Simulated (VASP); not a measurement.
## ZrC: single point with PBE

ZrC:

```
CELL_PARAMETERS angstrom
3.34462 0.00000 0.00000
-1.67231 2.89652 0.00000
0.00000 0.00000 8.19260
ATOMIC_POSITIONS crystal
Zr 0.00000 0.00000 0.00000
Zr 0.33333 0.66667 0.33333
Zr 0.66667 0.33333 0.66667
C 0.66667 0.33333 0.16667
C 0.00000 0.00000 0.50000
C 0.33333 0.66667 0.83333
```

- Program: VASP 6.6.1
- Task: single point
- Functional: PBE
- Potentials or basis: VASP PAW PBE potentials, release 64 (Zr_sv, C)
- Cutoff: 520 eV
- k mesh: 6 × 6 × 2
- Occupations: gaussian, width 0.1 eV
- Spin: no spin polarisation

```
Pressure               : -2.8 GPa
Band gap on the k mesh : zero (bands 24 and 25 overlap by 1.02 eV)
```

Levels at points of the mesh, in eV from the Fermi level:
```csv
k point,band 21,band 22,band 23,band 24,band 25,band 26,band 27,band 28
"(0.00, 0.00, 0.00)",-2.32,0.95,0.96,0.96,1.12,1.12,1.12,2.79
"(0.50, 0.00, 0.00)",-2.31,-2.06,-1.67,0.06,0.07,2.71,2.71,4.38
"(0.00, 0.00, 0.50)",-0.84,-0.84,-0.84,-0.84,1.87,1.87,1.87,1.87
"(0.50, 0.00, 0.50)",-2.10,-2.10,-0.96,-0.96,0.72,0.72,4.43,4.43
```

Run time: 32 s on 1 thread of Intel(R) Xeon(R) Platinum 8375C CPU @ 2.90GHz (Ice Lake), with other jobs on the host, peak memory 0.21 GiB.

Caveat: the k points lie up to 0.38 Å⁻¹ apart, too coarse for converged energies and pressures of a metal.
